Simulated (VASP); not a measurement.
Write the native input for VASP 6.6.1 that does the following.

```
Task                   : relaxation of cell and atoms
Functional             : PBE
Potentials or basis    : VASP PAW PBE potentials, release 64 (Cd, Te, I)
Cutoff                 : 600 eV
k mesh                 : 4 × 4 × 2
Occupations            : gaussian, width 0.1 eV
Spin                   : no spin polarisation
Dipole correction      : no
Further INCAR settings : ALGO = Normal; EDIFF = 1e-07; IBRION = 2; EDIFFG = -0.04; NSW = 90; ISIF = 3
```

The structure of Cd2TeI2 lies in POSCAR:

```
Cd2TeI2
1.0
    5.0319798900      0.0000000000      0.0000000000
    0.0000000000      5.0319798900      0.0000000000
    0.0000000000      0.0000000000      7.8248208600
Cd Te I
2 1 2
Direct
    0.5000000000      0.5000000000      0.0000000000
    0.5000000000      0.5000000000      0.5000000000
    0.0000000000      0.0000000000      0.0000000000
    0.0000000000      0.0000000000      0.3530678300
    0.0000000000      0.0000000000      0.6469321700
```

One way to write it, as run:

INCAR

```
PREC = Accurate
ENCUT = 600
EDIFF = 1E-7
ISMEAR = 0
SIGMA = 0.1
LREAL = F
LASPH = T
NELM = 60
ALGO = Normal
ISIF = 3
LWAVE = F
LCHARG = F
GGA = PE
IBRION = 2
NSW = 90
EDIFFG = -0.04
```

KPOINTS

```
regular mesh
0
Gamma
  4 4 2
```

Potentials or basis: VASP PAW PBE potentials, release 64 (Cd, Te, I).

Run with:

```console
$ cat potpaw_PBE.64/Cd/POTCAR potpaw_PBE.64/Te/POTCAR potpaw_PBE.64/I/POTCAR > POTCAR
$ mpirun -np 1 vasp_std > vasp.out
```

It gave:

| Quantity | Value |
| --- | --- |
| Relaxed volume | 36.38 Å³/atom |
| Relaxed cell | a = 4.201 Å, b = 4.201 Å, c = 10.306 Å, α = 90.00°, β = 90.00°, γ = 90.00° |
| Space group after relaxing (to 0.05 Å) | P4/mmm (No. 123) |
| Energy gained by relaxing | 833.0 meV/atom |
| Ionic steps | 25 |
| Pressure after relaxing | 0.0 GPa |
| Largest force after relaxing | 0.008 eV/Å |
| Band gap on the k mesh | zero (band 22 reaches 3.71 eV, above the bottom of band 23 at 1.62 eV) |

Caveat: the k points lie up to 0.37 Å⁻¹ apart in the final cell; spin-orbit coupling is left out, which moves the levels of the heavy elements.

It took 19 min on 1 thread of Oxide Virtual Turin-like Processor, with other jobs on the host, peak memory 0.35 GiB.
